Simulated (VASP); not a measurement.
# Nb (Im-3m) in VASP: relaxation of cell and atoms with PBE

Aim: the relaxation of cell and atoms of Nb with PBE.

All numbers are computed with VASP 6.6.1; they aren't measurements. Logs are shortened: lines on timing, memory, paths and dates and some standing lists are left out, and cuts for length are marked.

## Step 1: The cell of the first run

Symmetry: Im-3m, No. 229, cubic system. The conventional cell has a = 3.310 Å, b = 3.310 Å, c = 3.310 Å, α = 90.00°, β = 90.00°, γ = 90.00°. Nb (site symmetry m-3m) has 14 Nb at 2.87 to 3.31 Å within 3.8 Å.

## Step 2: Relaxation of cell and atoms, PBE, non-collinear spin, zero start, spin-orbit coupling

INCAR reads:

```
PREC = Accurate
ENCUT = 600
EDIFF = 1E-6
ISMEAR = -1
SIGMA = 0.05
LREAL = False
LASPH = True
NELM = 150
ALGO = Normal
ISIF = 3
LWAVE = False
LCHARG = False
MAGMOM = 0 0 0
LORBIT = 11
LSORBIT = True
GGA_COMPAT = False
LORBMOM = True
LMAXMIX = 4
GGA = PE
IBRION = 2
NSW = 60
EDIFFG = -0.005
```

KPOINTS reads:

```
Automatic mesh
0
Gamma
  17 17 17
```

POSCAR reads:

```
Nb
1.0
   -1.6548069191      1.6548069191      1.6548069191
    1.6548069191     -1.6548069191      1.6548069191
    1.6548069191      1.6548069191     -1.6548069191
Nb
1
Direct
    0.0000000000      0.0000000000      0.0000000000
```

Potentials or basis: VASP PAW PBE potentials, release 64 (Nb_sv).

On the command line:

```
cat potpaw_PBE.64/Nb_sv/POTCAR > POTCAR
mpirun -np 1 vasp_ncl > vasp.out
```

OUTCAR:

```text
PREC = Accurate
   ENCUT = 600
   EDIFF = 1E-6
   ISMEAR = -1
   LREAL = False
   LASPH = True
   NELM = 150
   ISIF = 3
   LORBIT = 11
   LSORBIT = True
   GGA = PE
   IBRION = 2
   NSW = 60
   EDIFFG = -0.005

 ion  position               nearest neighbor table
   1  0.000  0.000  0.000-

  LATTYP: Found a body centered cubic cell.
 ALAT       =     3.3096138382

  Lattice vectors:

 A1 = (  -1.6548069191,   1.6548069191,   1.6548069191)
 A2 = (   1.6548069191,  -1.6548069191,   1.6548069191)
 A3 = (   1.6548069191,   1.6548069191,  -1.6548069191)

Analysis of symmetry for initial positions (statically):
=====================================================================
 Subroutine PRICEL returns:
 Original cell was already a primitive cell.

 Routine SETGRP: Setting up the symmetry group for a
 body centered cubic supercell.

 Subroutine GETGRP returns: Found 48 space group operations
 (whereof 48 operations were pure point group operations)
 out of a pool of 48 trial point group operations.

The static configuration has the point symmetry O_h .

Analysis of symmetry for dynamics (positions and initial velocities):
=====================================================================
 Subroutine PRICEL returns:
 Original cell was already a primitive cell.

 Routine SETGRP: Setting up the symmetry group for a
 body centered cubic supercell.

 Subroutine GETGRP returns: Found 48 space group operations
 (whereof 48 operations were pure point group operations)
 out of a pool of 48 trial point group operations.

The dynamic configuration has the point symmetry O_h .

Analysis of structural, dynamic, and magnetic symmetry:
=====================================================================
 Subroutine PRICEL returns:
 Original cell was already a primitive cell.

 Routine SETGRP: Setting up the symmetry group for a
 body centered cubic supercell.

 Subroutine GETGRP returns: Found 48 space group operations
 (whereof 48 operations were pure point group operations)
 out of a pool of 48 trial point group operations.

The overall configuration has the point symmetry O_h .

 Subroutine INISYM returns: Found 48 space group operations
 (whereof 48 operations are pure point group operations),
 and found     1 'primitive' translations

----------------------------------------------------------------------------------------

                                     Primitive cell

  volume of cell :      18.1260

  direct lattice vectors                    reciprocal lattice vectors
    -1.654806919  1.654806919  1.654806919     0.000000000  0.302150054  0.302150054
     1.654806919 -1.654806919  1.654806919     0.302150054  0.000000000  0.302150054
     1.654806919  1.654806919 -1.654806919     0.302150054  0.302150054  0.000000000

  length of vectors
     2.866209661  2.866209661  2.866209661     0.427304704  0.427304704  0.427304704

  position of ions in fractional coordinates (direct lattice)
     0.000000000  0.000000000  0.000000000

  ion indices of the primitive-cell ions
   primitive index   ion index
                 1           1

----------------------------------------------------------------------------------------

 KPOINTS: Automatic mesh

Automatic generation of k-mesh.
 Grid dimensions read from file:
 generate k-points for:   17   17   17

 Generating k-lattice:

  Cartesian coordinates                     Fractional coordinates (reciprocal lattice)
     0.000000000  0.017773533  0.017773533     0.058823529  0.000000000  0.000000000
     0.017773533  0.000000000  0.017773533     0.000000000  0.058823529  0.000000000
     0.017773533  0.017773533  0.000000000     0.000000000  0.000000000  0.058823529

  Length of vectors
[... 55 lines left out ...]
   EDIFF  = 0.1E-05   stopping-criterion for ELM
   LREAL  =      F    real-space projection
   EDIFFG = -.5E-02   stopping-criterion for IOM
   NSW    =     60    number of steps for IOM
   IBRION =      2    ionic relax: 0-MD 1-quasi-New 2-CG
   NFREE  =      1    steps in history (QN), initial steepest desc. (CG)
   ISIF   =      3    stress and relaxation
   ISYM   =      2    0-nonsym 1-usesym 2-fastsym
   POTIM  = 0.5000    time-step for ionic-motion
   TEBEG  =    0.0;   TEEND  =   0.0 temperature during run
   PSTRESS=    0.0 pullay stress
   NELECT =      13.0000    total number of electrons
   NUPDOWN=      -1.0000    fix difference up-down
   EMIN   =  10.00;   EMAX   =-10.00  energy-range for DOS
   EFERMI =   0.00;   METHOD = LEGACY
   ISMEAR =    -1;   SIGMA  =   0.05  broadening in eV -4-tet -1-fermi 0-gaus
   EFERMI_NEDOS =   21; number of points for ismear=-14 and -15
   IALGO  =     38    algorithm
   IMIX   =      4    mixing-type and parameters
     AMIX     =   0.40;   BMIX     =  1.00
     AMIX_MAG =   1.60;   BMIX_MAG =  1.00
  volume/ion in A,a.u.               =      18.13       122.32
  Fermi-wavevector in a.u.,A,eV,Ry     =   1.465397  2.769199 29.216991  2.147388
  Thomas-Fermi vector in A             =   2.581259
   LORBIT       =     11    0 simple, 1 ext, 2 COOP (PROOUT), +10 PAW based schemes
   GGA     = PE    functional components
   LHFCALC =     F    Hartree Fock is set to
   AEXX    =    0.0000 exact exchange contribution
   IVDW    =     0    specifies the selected vdW correction
   LEPSILON=     F    determine dielectric tensor
   LRPA    =     F    only Hartree local field effects (RPA)
 conjugate gradient relaxation of ions
  energy-cutoff  :      600.00
  volume of cell :       18.13
 maximum number of plane-waves:      1240
   NGX = 11   NGY = 11   NGZ = 11

--------------------------------------- Ionic step        1  -------------------------------------------

 number of electron      13.0000000 magnetization       0.0000000      0.0000000      0.0000000

 number of electron      13.0000000 magnetization      -0.0000000     -0.0000000      0.0000000

 number of electron      13.0000000 magnetization       0.0000000      0.0000000     -0.0000000

 Free energy of the ion-electron system (eV)
  ---------------------------------------------------
  ext. energy  EPLUGINS =         0.00000000
  ---------------------------------------------------
  free energy    TOTEN  =       -10.30976187 eV

  energy without entropy =      -10.29683949  energy(sigma->0) =      -10.30330068

------------------------ aborting loop because EDIFF is reached ----------------------------------------

  FORCE on cell =-STRESS in cart. coord.  units (eV):
  Direction    XX          YY          ZZ          XY          YZ          ZX
  --------------------------------------------------------------------------------------
  -------------------------------------------------------------------------------------
  Total       -0.0426176     -0.0426176     -0.0426176      0.0000000      0.0000000     -0.0000000
  in kB       -3.7670192     -3.7670192     -3.7670192      0.0000000      0.0000000     -0.0000000
  external PRESSURE =      -3.7670192 kB  Pullay stress =       0.0000000 kB
[... 61 lines left out ...]
 number of electron      13.0000000 magnetization       0.0000000     -0.0000000     -0.0000000

 number of electron      13.0000000 magnetization      -0.0000000      0.0000000      0.0000000

 Free energy of the ion-electron system (eV)
  ---------------------------------------------------
  ext. energy  EPLUGINS =         0.00000000
  ---------------------------------------------------
  free energy    TOTEN  =       -10.30980962 eV

  energy without entropy =      -10.29694038  energy(sigma->0) =      -10.30337500

 E-fermi :  11.1149     XC(G=0): -12.4785

 val. band max:       11.0857770719   @ k =   0.0588   0.0588   0.0588
 cond. band min:      11.1207573238   @ k =   0.2941   0.1765   0.0588
 fundamental gap:      0.0349802519
 Fermi energy:        11.1148705687

 k-point     1 :       0.0000    0.0000    0.0000
  band No.  band energies     occupation
      1     -43.2472      1.00000
      2     -43.2472      1.00000
      3     -19.9919      1.00000
      4     -19.9919      1.00000
      5     -17.8525      1.00000
      6     -17.8525      1.00000
[... 541 lines left out ...]
     19      15.2683      0.00000
     20      15.2683      0.00000

 [... further k-points ...]
[... 5 lines left out ...]
  --------------------------------------------------------------------------------------
  -------------------------------------------------------------------------------------
  Total       -0.0014698     -0.0014698     -0.0014698      0.0000000     -0.0000000      0.0000000
  in kB       -0.1302089     -0.1302089     -0.1302089      0.0000000     -0.0000000      0.0000000
  external PRESSURE =      -0.1302089 kB  Pullay stress =       0.0000000 kB
[... 16 lines left out ...]
  FREE ENERGIE OF THE ION-ELECTRON SYSTEM (eV)
  ---------------------------------------------------
  free  energy   TOTEN  =       -10.3098096186 eV

  energy  without entropy=      -10.2969403818  energy(sigma->0) =      -10.30337500

 reached required accuracy - stopping structural energy minimisation

 orbital moment (x)

 # of ion     p       d       tot
 ----------------------------------------
  1         0.000  -0.000  -0.000
 ----------------------------------------
            0.000  -0.000  -0.000

 orbital moment (y)

 # of ion     p       d       tot
 ----------------------------------------
  1         0.000  -0.000  -0.000
 ----------------------------------------
            0.000  -0.000  -0.000

 orbital moment (z)

 # of ion     p       d       tot
 ----------------------------------------
  1         0.000   0.000   0.000
 ----------------------------------------
            0.000   0.000   0.000

 Spin-Orbit-Coupling matrix elements

 Ion:    1  E_soc:     -0.1757370
 l=   1
     0.0000000    -0.0269095    -0.0269095
    -0.0269095     0.0000000    -0.0269095
    -0.0269095    -0.0269095     0.0000000
 l=   2
     0.0000000    -0.0006249     0.0000000    -0.0006249    -0.0017552
    -0.0006249     0.0000000    -0.0013164    -0.0006249    -0.0004388
     0.0000000    -0.0013164     0.0000000    -0.0013164     0.0000000
    -0.0006249    -0.0006249    -0.0013164     0.0000000    -0.0004388
    -0.0017552    -0.0004388     0.0000000    -0.0004388     0.0000000
 l=   3
     0.0000000     0.0000000     0.0000000     0.0000000     0.0000000     0.0000000     0.0000000
     0.0000000     0.0000000     0.0000000     0.0000000     0.0000000     0.0000000     0.0000000
     0.0000000     0.0000000     0.0000000     0.0000000     0.0000000     0.0000000     0.0000000
     0.0000000     0.0000000     0.0000000     0.0000000     0.0000000     0.0000000     0.0000000
     0.0000000     0.0000000     0.0000000     0.0000000     0.0000000     0.0000000     0.0000000
     0.0000000     0.0000000     0.0000000     0.0000000     0.0000000     0.0000000     0.0000000
     0.0000000     0.0000000     0.0000000     0.0000000     0.0000000     0.0000000     0.0000000

 total charge

# of ion       s       p       d       tot
------------------------------------------
    1        2.220   5.998   2.503  10.721

 magnetization (x)

# of ion       s       p       d       tot
------------------------------------------
    1        0.000   0.000   0.000   0.000

 magnetization (y)

# of ion       s       p       d       tot
------------------------------------------
    1        0.000   0.000  -0.000  -0.000

 magnetization (z)

# of ion       s       p       d       tot
------------------------------------------
    1        0.000   0.000  -0.000  -0.000
```

Wall time 2 min (1 thread of Intel Xeon 6975P-C (Granite Rapids), shared host); peak memory 0.27 GiB.

Results:

| Property | Result |
| --- | --- |
| Free energy | -10.3098 eV |
| Relaxed volume | 18.09 Å³/atom |
| Relaxed cell | a = 2.864 Å, b = 2.864 Å, c = 2.864 Å, α = 109.47°, β = 109.47°, γ = 109.47° |
| Space group after relaxing (to 0.1 Å) | Im-3m (No. 229) |
| Energy gained by relaxing | 0.0 meV/atom |
| Ionic steps | 3 |
| Pressure after relaxing | 0.0 GPa |
| Net moment | 0.00 μB per cell |
| Valence electrons inside the program's atomic spheres | Nb 10.72 |

Final structure:
```
CELL_PARAMETERS angstrom
-1.65358 1.65358 1.65358
1.65358 -1.65358 1.65358
1.65358 1.65358 -1.65358
ATOMIC_POSITIONS crystal
Nb 0.00000 0.00000 0.00000
```

Moments on the atoms (μB; x, y, z):
```
Nb  0.00 0.00 0.00
```
